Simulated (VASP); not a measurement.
A run of VASP 6.6.1:

File INCAR:

```
PREC = Accurate
ENCUT = 520
EDIFF = 1E-6
ISMEAR = 0
SIGMA = 0.01
LREAL = False
LASPH = True
NELM = 80
ALGO = Normal
ISIF = 2
LWAVE = False
LCHARG = False
GGA = PE
NBANDS = 18
```

The input KPOINTS:

```
Automatic mesh
0
Gamma
  6 6 6
```

Contents of POSCAR:

```
LiF
1.0
    3.2800798956      0.0000000000      0.0000000000
   -1.6400399478      2.8406325161      0.0000000000
    0.0000000000      0.0000000000      3.9995958192
Li F
2 2
Direct
    0.3333333333      0.6666666667      0.2500000000
    0.6666666667      0.3333333333      0.7500000000
    0.6666666667      0.3333333333      0.2500000000
    0.3333333333      0.6666666667      0.7500000000
```

Potentials or basis: VASP PAW PBE potentials, release 64 (Li_sv, F).

Command:

```console
$ cat potpaw_PBE.64/Li_sv/POTCAR potpaw_PBE.64/F/POTCAR > POTCAR
$ mpirun -np 1 vasp_std > vasp.out
```

Hardware: 1 thread of AMD EPYC 7R13, on a shared host.

Task: How long does it take, and how much memory?

Result: Run time: 38 s on 1 thread of AMD EPYC 7R13, with other jobs on the host, peak memory 0.11 GiB. Counts: scf iterations 13, k points 28.
